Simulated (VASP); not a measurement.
# Al3BN2 (I4/mmm) in VASP: single point with PBE

Aim: the single point of Al3BN2 with PBE.

Everything below comes from runs of VASP 6.6.1. Logs are shortened: lines on timing, memory, paths and dates and some standing lists are left out, and cuts for length are marked.

### Step 1. The cell of the first run

The structure is tetragonal, space group I4/mmm (No. 139). The conventional cell has a = 2.974 Å, b = 2.974 Å, c = 12.927 Å, α = 90.00°, β = 90.00°, γ = 90.00°. Within 2.7 Å of Al (site symmetry 4mm) lie 5 N at 2.01 to 2.10 Å and 1 B at 2.22 Å. Within 2.8 Å of Al (site symmetry 4/mmm) lie 4 B at 2.10 Å and 2 N at 2.23 Å. Within 2.8 Å of B (site symmetry 4/mmm) lie 6 Al at 2.10 to 2.22 Å. N (site symmetry 4mm) has 6 Al at 2.01 to 2.23 Å within 2.7 Å.

The cell was generated, and may not be a known phase.

### Step 2. Single point, PBE

The input, INCAR:

```
  ALGO = Normal
  EDIFF = 1E-6
  ENCUT = 600
  GGA = PE
  GGA_COMPAT = False
  ISIF = 2
  ISMEAR = 0
  LASPH = True
  LCHARG = True
  LELF = True
  LREAL = False
  LVHAR = True
  LWAVE = False
  NBANDS = 20
  NELM = 120
  PREC = Accurate
  SIGMA = 0.15
```

The input, KPOINTS:

```
k-points
0
Gamma
  5 5 5
```

The input, POSCAR:

```
Al3BN2
1.0
   -1.4871513043      1.4871513043      6.4636810578
    1.4871513043     -1.4871513043      6.4636810578
    1.4871513043      1.4871513043     -6.4636810578
Al B N
3 1 2
Direct
    0.6720113480      0.6720113480      0.0000000000
    0.0000000000      0.0000000000      0.0000000000
    0.3279886520      0.3279886520      0.0000000000
    0.5000000000      0.5000000000      0.0000000000
    0.8272060786      0.8272060786      0.0000000000
    0.1727939214      0.1727939214      0.0000000000
```

Potentials or basis: VASP PAW PBE potentials, release 64 (Al, B, N).

Started as:

```
$ cat potpaw_PBE.64/Al/POTCAR potpaw_PBE.64/B/POTCAR potpaw_PBE.64/N/POTCAR > POTCAR
$ mpirun -np 1 vasp_std > vasp.out
```

OUTCAR:

```text
EDIFF = 1E-6
   ENCUT = 600
   GGA = PE
   ISIF = 2
   ISMEAR = 0
   LASPH = True
   LREAL = False
   NELM = 120
   PREC = Accurate

 ion  position               nearest neighbor table
   1  0.672  0.672  0.000-   5 2.01   6 2.10   6 2.10   6 2.10   6 2.10   4 2.22   3 2.91   3 2.91
                             3 2.91   3 2.91   2 3.06   2 3.06   2 3.06   2 3.06
   2  0.000  0.000  0.000-   4 2.10   4 2.10   4 2.10   4 2.10   6 2.23   5 2.23   1 3.06   1 3.06
                             3 3.06   3 3.06   3 3.06   1 3.06   3 3.06   1 3.06
   3  0.328  0.328  0.000-   6 2.01   5 2.10   5 2.10   5 2.10   5 2.10   4 2.22   1 2.91   1 2.91
                             1 2.91   1 2.91   2 3.06   2 3.06   2 3.06   2 3.06
   4  0.500  0.500  0.000-   2 2.10   2 2.10   2 2.10   2 2.10   3 2.22   1 2.22
   5  0.827  0.827  0.000-   1 2.01   3 2.10   3 2.10   3 2.10   3 2.10   2 2.23
   6  0.173  0.173  0.000-   3 2.01   1 2.10   1 2.10   1 2.10   1 2.10   2 2.23

  LATTYP: Found a body centered tetragonal cell.
 ALAT       =     2.9743026086
 C/A-ratio  =     4.3463506633

  Lattice vectors:

 A1 = (  -1.4871513043,   1.4871513043,   6.4636810578)
 A2 = (   1.4871513043,  -1.4871513043,   6.4636810578)
 A3 = (   1.4871513043,   1.4871513043,  -6.4636810578)

Analysis of symmetry for initial positions (statically):
=====================================================================
 Subroutine PRICEL returns:
 Original cell was already a primitive cell.

 Routine SETGRP: Setting up the symmetry group for a
 body centered tetragonal supercell.

 Subroutine GETGRP returns: Found 16 space group operations
 (whereof 16 operations were pure point group operations)
 out of a pool of 16 trial point group operations.

The static configuration has the point symmetry D_4h.

Analysis of symmetry for dynamics (positions and initial velocities):
=====================================================================
 Subroutine PRICEL returns:
 Original cell was already a primitive cell.

 Routine SETGRP: Setting up the symmetry group for a
 body centered tetragonal supercell.

 Subroutine GETGRP returns: Found 16 space group operations
 (whereof 16 operations were pure point group operations)
 out of a pool of 16 trial point group operations.

The dynamic configuration has the point symmetry D_4h.

 Subroutine INISYM returns: Found 16 space group operations
 (whereof 16 operations are pure point group operations),
 and found     1 'primitive' translations

----------------------------------------------------------------------------------------

                                     Primitive cell

  volume of cell :      57.1808

  direct lattice vectors                    reciprocal lattice vectors
    -1.487151304  1.487151304  6.463681058     0.000000000  0.336213268  0.077355302
     1.487151304 -1.487151304  6.463681058     0.336213268  0.000000000  0.077355302
     1.487151304  1.487151304 -6.463681058     0.336213268  0.336213268  0.000000000

  length of vectors
     6.797235528  6.797235528  6.797235528     0.344997398  0.344997398  0.475477363

  position of ions in fractional coordinates (direct lattice)
     0.672011348  0.672011348  0.000000000
     0.000000000  0.000000000  0.000000000
     0.327988652  0.327988652  0.000000000
     0.500000000  0.500000000  0.000000000
     0.827206079  0.827206079  0.000000000
     0.172793921  0.172793921  0.000000000

  ion indices of the primitive-cell ions
   primitive index   ion index
                 1           1
                 2           2
                 3           3
                 4           4
                 5           5
                 6           6

----------------------------------------------------------------------------------------

 KPOINTS: k-points

Automatic generation of k-mesh.
 Grid dimensions read from file:
 generate k-points for:    5    5    5

 Generating k-lattice:

  Cartesian coordinates                     Fractional coordinates (reciprocal lattice)
     0.000000000  0.067242654  0.015471060     0.200000000 -0.000000000  0.000000000
     0.067242654  0.000000000  0.015471060    -0.000000000  0.200000000  0.000000000
     0.067242654  0.067242654  0.000000000     0.000000000  0.000000000  0.200000000

  Length of vectors
     0.068999480  0.068999480  0.095095473

  Shift w.r.t. Gamma in fractional coordinates (k-lattice)
     0.000000000  0.000000000  0.000000000

 Subroutine IBZKPT returns following result:
 ===========================================

 Found     18 irreducible k-points:

 Following reciprocal coordinates:
            Coordinates               Weight
  0.000000  0.000000  0.000000      1.000000
  0.200000  0.000000 -0.000000      8.000000
  0.400000  0.000000  0.000000      8.000000
  0.200000  0.200000 -0.000000      8.000000
  0.400000  0.200000  0.000000     16.000000
 -0.400000  0.200000  0.000000     16.000000
[... 10 lines left out ...]
 -0.400000  0.400000  0.400000      4.000000
 -0.400000 -0.400000  0.400000      2.000000
   k-points           NKPTS =     18   k-points in BZ     NKDIM =     18   number of bands    NBANDS=     20
   number of dos      NEDOS =    301   number of ions     NIONS =      6
   total plane-waves  NPLWV = 157464
   dimension x,y,z NGX =    54 NGY =   54 NGZ =   54
   dimension x,y,z NGXF=   108 NGYF=  108 NGZF=  108
   ions per type =               3   1   2
   NGX,Y,Z   is equivalent  to a cutoff of  13.21, 13.21, 13.21 a.u.
   NGXF,Y,Z  is equivalent  to a cutoff of  26.41, 26.41, 26.41 a.u.
 SYSTEM =  unknown system
   PREC   = accura    normal or accurate (medium, high low for compatibility)
   ISTART =      0    job   : 0-new  1-cont  2-samecut
   ICHARG =      2    charge: 1-file 2-atom 10-const
   ISPIN  =      1    spin polarized calculation?
   LNONCOLLINEAR =      F non collinear calculations
   LSORBIT =      F    spin-orbit coupling
   LASPH  =      T    aspherical Exc in radial PAW
   ENCUT  =  600.0 eV  44.10 Ry    6.64 a.u.  13.58 13.58 13.58*2*pi/ulx,y,z
   NELM   =    120;   NELMIN=  2; NELMDL= -5     # of ELM steps
   EDIFF  = 0.1E-05   stopping-criterion for ELM
   LREAL  =      F    real-space projection
   EDIFFG = 0.1E-04   stopping-criterion for IOM
   NSW    =      0    number of steps for IOM
   IBRION =     -1    ionic relax: 0-MD 1-quasi-New 2-CG
   NFREE  =      0    steps in history (QN), initial steepest desc. (CG)
   ISIF   =      2    stress and relaxation
   ISYM   =      2    0-nonsym 1-usesym 2-fastsym
   POTIM  = 0.5000    time-step for ionic-motion
   TEBEG  =    0.0;   TEEND  =   0.0 temperature during run
   PSTRESS=    0.0 pullay stress
   NELECT =      22.0000    total number of electrons
   NUPDOWN=      -1.0000    fix difference up-down
   EMIN   =  10.00;   EMAX   =-10.00  energy-range for DOS
   EFERMI =   0.00;   METHOD = LEGACY
   ISMEAR =     0;   SIGMA  =   0.15  broadening in eV -4-tet -1-fermi 0-gaus
   EFERMI_NEDOS =   21; number of points for ismear=-14 and -15
   IALGO  =     38    algorithm
   IMIX   =      4    mixing-type and parameters
     AMIX     =   0.40;   BMIX     =  1.00
     AMIX_MAG =   1.60;   BMIX_MAG =  1.00
  volume/ion in A,a.u.               =       9.53        64.31
  Fermi-wavevector in a.u.,A,eV,Ry     =   1.190691  2.250079 19.289585  1.417744
  Thomas-Fermi vector in A             =   2.326770
   LORBIT       =      0    0 simple, 1 ext, 2 COOP (PROOUT), +10 PAW based schemes
   GGA     = PE    functional components
   LHFCALC =     F    Hartree Fock is set to
   AEXX    =    0.0000 exact exchange contribution
   IVDW    =     0    specifies the selected vdW correction
   LEPSILON=     F    determine dielectric tensor
   LRPA    =     F    only Hartree local field effects (RPA)
 non-spin polarized calculation
 Gauss-broadening in eV      SIGMA  =   0.15
  energy-cutoff  :      600.00
  volume of cell :       57.18
 maximum number of plane-waves:      1936
 NGX is ok and might be reduce to    54
   NGX = 27   NGY = 27   NGZ = 27

 number of electron      22.0000001 magnetization

 Free energy of the ion-electron system (eV)
  ---------------------------------------------------
  ext. energy  EPLUGINS =         0.00000000
  ---------------------------------------------------
  free energy    TOTEN  =       -36.82108243 eV

  energy without entropy =      -36.78278788  energy(sigma->0) =      -36.80193516

 E-fermi :   8.6981     XC(G=0): -11.6353

 val. band max:        8.6160755244   @ k =  -0.4000   0.4000   0.2000
 cond. band min:       8.7261172311   @ k =  -0.2000   0.4000   0.2000
 fundamental gap:      0.1100417067
 Fermi energy:         8.6980990030

 k-point     1 :       0.0000    0.0000    0.0000
  band No.  band energies     occupation
      1      -8.0281      2.00000
      2      -5.8593      2.00000
      3      -2.1250      2.00000
      4       3.6094      2.00000
      5       4.3915      2.00000
      6       5.9589      2.00000
[... 12 lines left out ...]
     19      19.7295      0.00000
     20      19.7295      0.00000

 k-point     2 :       0.2000    0.0000   -0.0000
  band No.  band energies     occupation
      1      -7.5638      2.00000
      2      -5.6395      2.00000
      3      -1.5223      2.00000
      4       2.5911      2.00000
      5       3.7263      2.00000
      6       5.3442      2.00000
[... 12 lines left out ...]
     19      19.9265      0.00000
     20      20.2764      0.00000

 k-point     3 :       0.4000    0.0000    0.0000
  band No.  band energies     occupation
      1      -6.3902      2.00000
      2      -5.4714      2.00000
      3      -0.3528      2.00000
      4       1.4034      2.00000
      5       1.6956      2.00000
      6       4.0566      2.00000
[... 12 lines left out ...]
     19      19.0547      0.00000
     20      19.0826      0.00000

 k-point     4 :       0.2000    0.2000   -0.0000
  band No.  band energies     occupation
      1      -7.1084      2.00000
      2      -5.4547      2.00000
      3      -0.9244      2.00000
      4       2.7419      2.00000
      5       3.7575      2.00000
      6       4.0583      2.00000
[... 12 lines left out ...]
     19      18.4916      0.00000
     20      18.9571      0.00000

 k-point     5 :       0.4000    0.2000    0.0000
  band No.  band energies     occupation
      1      -6.0117      2.00000
      2      -5.2508      2.00000
      3       0.0351      2.00000
      4       2.0250      2.00000
      5       2.4795      2.00000
      6       3.8507      2.00000
[... 12 lines left out ...]
     19      18.8556      0.00000
     20      18.9578      0.00000
[... 215 lines left out ...]
      6       4.6902      2.00000
[... 12 lines left out ...]
     19      19.4402      0.00000
     20      19.9068      0.00000

 k-point    16 :      -0.2000   -0.2000    0.2000
  band No.  band energies     occupation
      1      -7.9936      2.00000
      2      -5.9723      2.00000
      3      -1.8949      2.00000
      4       2.7754      2.00000
      5       5.3149      2.00000
      6       5.9251      2.00000
[... 12 lines left out ...]
     19      19.9591      0.00000
     20      19.9621      0.00000

 k-point    17 :      -0.4000    0.4000    0.4000
  band No.  band energies     occupation
      1      -7.4732      2.00000
      2      -5.8709      2.00000
      3      -1.1099      2.00000
      4       2.3575      2.00000
      5       3.8913      2.00000
      6       4.7347      2.00000
[... 12 lines left out ...]
     19      18.8479      0.00000
     20      19.7716      0.00000

 k-point    18 :      -0.4000   -0.4000    0.4000
  band No.  band energies     occupation
      1      -7.9322      2.00000
      2      -6.1488      2.00000
      3      -1.4801      2.00000
      4       1.9769      2.00000
      5       5.8760      2.00000
      6       5.8760      2.00000
[... 12 lines left out ...]
     19      19.5149      0.00000
     20      19.6340      0.00000

------------------------ aborting loop because EDIFF is reached ----------------------------------------

  FORCE on cell =-STRESS in cart. coord.  units (eV):
  Direction    XX          YY          ZZ          XY          YZ          ZX
  --------------------------------------------------------------------------------------
  -------------------------------------------------------------------------------------
  Total       -0.1555910     -0.1555910     -0.0013660      0.0000000      0.0000000     -0.0000000
  in kB       -4.3595808     -4.3595808     -0.0382741      0.0000000      0.0000000     -0.0000000
  external PRESSURE =      -2.9191452 kB  Pullay stress =       0.0000000 kB

 VOLUME and BASIS-vectors are now :
 -----------------------------------------------------------------------------
  energy-cutoff  :      600.00
  volume of cell :       57.18
      direct lattice vectors                 reciprocal lattice vectors
    -1.487151304  1.487151304  6.463681058     0.000000000  0.336213268  0.077355302
     1.487151304 -1.487151304  6.463681058     0.336213268  0.000000000  0.077355302
     1.487151304  1.487151304 -6.463681058     0.336213268  0.336213268  0.000000000

 POSITION                                       TOTAL-FORCE (eV/Angst)
 -----------------------------------------------------------------------------------
      0.00000      0.00000      8.68733        -0.000000     -0.000000     -0.003901
      0.00000      0.00000      0.00000         0.000000      0.000000     -0.000000
      0.00000      0.00000      4.24003        -0.000000     -0.000000      0.003901
      0.00000      0.00000      6.46368         0.000000      0.000000     -0.000000
      0.00000      0.00000     10.69359         0.000000      0.000000      0.000165
      0.00000      0.00000      2.23377         0.000000      0.000000     -0.000165
 -----------------------------------------------------------------------------------
    total drift:                                0.000000      0.000000     -0.000000

  FREE ENERGIE OF THE ION-ELECTRON SYSTEM (eV)
  ---------------------------------------------------
  free  energy   TOTEN  =       -36.8210824286 eV

  energy  without entropy=      -36.7827878824  energy(sigma->0) =      -36.80193516
```

It took 97 s on 1 thread of Intel Xeon Platinum 8259CL at 2.50GHz (Skylake/Cascade Lake), shared host; peak memory 0.37 GiB.

Results:

* Free energy: -36.8211 eV
* Pressure: -0.3 GPa
* Largest force: 0.004 eV/Å
* Band gap on the k mesh: zero (bands 11 and 12 overlap by 2.94 eV)

Forces on the atoms (eV/Å):
```
Al   0.000  0.000 -0.004
Al   0.000  0.000  0.000
Al   0.000  0.000  0.004
B    0.000  0.000  0.000
N    0.000  0.000  0.000
N    0.000  0.000  0.000
```

Levels at points of the mesh, in eV from the Fermi level:
```
           k point  band 7  band 8  band 9  band 10  band 11  band 12  band 13  band 14  band 15  band 16
(0.00, 0.00, 0.00)   -2.74   -1.49   -1.49     0.74     1.72     1.72     3.75     4.80     5.59     5.74
```

Caveat: the k points lie up to 0.43 Å⁻¹ apart, too coarse for converged energies and pressures of a metal.

The gap in the log of VASP goes by the Fermi energy; the results here count the filled bands.